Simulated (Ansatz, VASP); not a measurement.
# One calculation of Ti3BiO3, two programs

Contents of INCAR:

```
SYSTEM = Ti3BiO3
ALGO = Normal
EDIFF = 1E-7
EDIFFG = -0.08
ENCUT = 600
GGA = PE
IBRION = 2
ISIF = 3
ISMEAR = 0
ISPIN = 2
LASPH = .TRUE.
LCHARG = .FALSE.
LMAXMIX = 4
LORBIT = 11
LREAL = .FALSE.
LWAVE = .FALSE.
MAGMOM = 1 1 1 0 0 0 0
NELM = 150
NSW = 36
PREC = Accurate
SIGMA = 0.15
```

KPOINTS

```
k-points
0
G
  2 2 4
  0 0 0
```

The input POSCAR:

```
Ti3BiO3
1.0
    6.3000000000      0.0000000000      0.0000000000
   -3.1500000000      5.4559600400      0.0000000000
    0.0000000000      0.0000000000      2.8000000000
Ti Bi O
3 1 3
Direct
    0.6000000000      0.8000000000      0.5000000000
    0.2000000000      0.8000000000      0.5000000000
    0.2000000000      0.4000000000      0.5000000000
    0.0000000000      0.0000000000      0.0000000000
    0.5000000000      0.0000000000      0.0000000000
    0.0000000000      0.5000000000      0.0000000000
    0.5000000000      0.5000000000      0.0000000000
```

Input for Ansatz:

```yaml
crystal:
  lattice:
    - [6.3, 0.0, 0.0]
    - [-3.15, 5.45596004, 0.0]
    - [0.0, 0.0, 2.8]
  atoms:
    - { symbol: Ti, position: [0.6, 0.8, 0.5], spin: 1.0 }
    - { symbol: Ti, position: [0.2, 0.8, 0.5], spin: 1.0 }
    - { symbol: Ti, position: [0.2, 0.4, 0.5], spin: 1.0 }
    - { symbol: Bi, position: [0.0, 0.0, 0.0] }
    - { symbol: O, position: [0.5, 0.0, 0.0] }
    - { symbol: O, position: [0.0, 0.5, 0.0] }
    - { symbol: O, position: [0.5, 0.5, 0.0] }
basis:
  ecutwfc: 420
kpoints:
  mp_grid: { grid: [2, 2, 4] }
hamiltonian:
  xc: pbe
scf:
  occupations: { method: gaussian, width: 0.15 }
  lower_state_search: "off"
output:
  forces: true
  stress: true
  eigenvalues: true
  populations: true
magnetization:
  spin_polarized: true
relax:
  adjacent_minimum: "off"
  f_tol: 0.08
  max_steps: 16
  cell: { stress_tol: 0.8 }
```

Alike in both runs: task relaxation of cell and atoms; functional PBE; k mesh 2 × 2 × 4; occupations gaussian, width 0.15 eV; collinear spin.

|  | VASP | Ansatz |
| --- | --- | --- |
| version | VASP 6.6.1 | Ansatz 0.2.0 |
| potentials or method | VASP PAW PBE potentials, release 64 (Ti_sv, Bi_d, O), cutoff 600 eV | scalar-relativistic, plane waves, PAW |
| valence electrons in the cell | 69 | 69 |

Ansatz gave:

- gap on the k mesh at the Fermi level, each at its own relaxed structure (eV): none
- net moment per atom (μB): 0.00
- relaxed volume (Å³/atom): 18.07
- relaxed cell length with the largest relative difference (Å): 2.869

**Question.** Estimate VASP's values.

**Answer.** gap on the k mesh at the Fermi level, each at its own relaxed structure (eV): none; net moment per atom (μB): 0.00; relaxed volume (Å³/atom): 18.19; relaxed cell length with the largest relative difference (Å): 2.879.

A gap of «none» marks a metal or a gap that the smearing closes. Ansatz's warnings: seeded moment not kept.

The k mesh is coarse, so the values compare programs but aren't converged. Neither program's run includes spin-orbit coupling. Noted on VASP's run: the volume moved by over 15 % at a fixed basis, so the end points are rough.
